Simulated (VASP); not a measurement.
Input of a VASP 6.6.1 run:

File INCAR:

```
SYSTEM = Ta
PREC = Accurate ; ENCUT = 520
EDIFF = 1E-6 ; ISMEAR = -1
SIGMA = 0.08 ; LREAL = .False.
LASPH = .True. ; NELM = 100
ALGO = Normal ; ISIF = 2
LWAVE = .False. ; LCHARG = .False.
GGA = PE ; NBANDS = 36
```

File KPOINTS:

```
regular mesh
0
Gamma
  9 9 1
  0 0 0
```

File POSCAR:

```
Ta
1.0
    4.6945593029      0.0000000000      0.0000000000
   -2.3472796515      4.0656076159      0.0000000000
    0.0000000000      0.0000000000     19.8331000000
Ta
5
Direct
    0.8333333333      0.1666666667      0.4154101530
    0.1666666667      0.8333333333      0.4560260652
    0.5000000000      0.5000000000      0.4999999991
    0.8333333333      0.1666666667      0.5439739343
    0.1666666667      0.8333333333      0.5845898484
```

Potentials or basis: VASP PAW PBE potentials, release 64 (Ta_pv).

Command:

```console
$ cat potpaw_PBE.64/Ta_pv/POTCAR > POTCAR
$ mpirun -np 1 vasp_std > vasp.out
```

What does it give for the largest force?

0.014 eV/Å.

Forces in eV/Å, atoms in the order of the input:
```
Ta   0.000  0.000 -0.012
Ta   0.000  0.000 -0.014
Ta   0.000  0.000  0.000
Ta   0.000  0.000  0.014
Ta   0.000  0.000  0.012
```
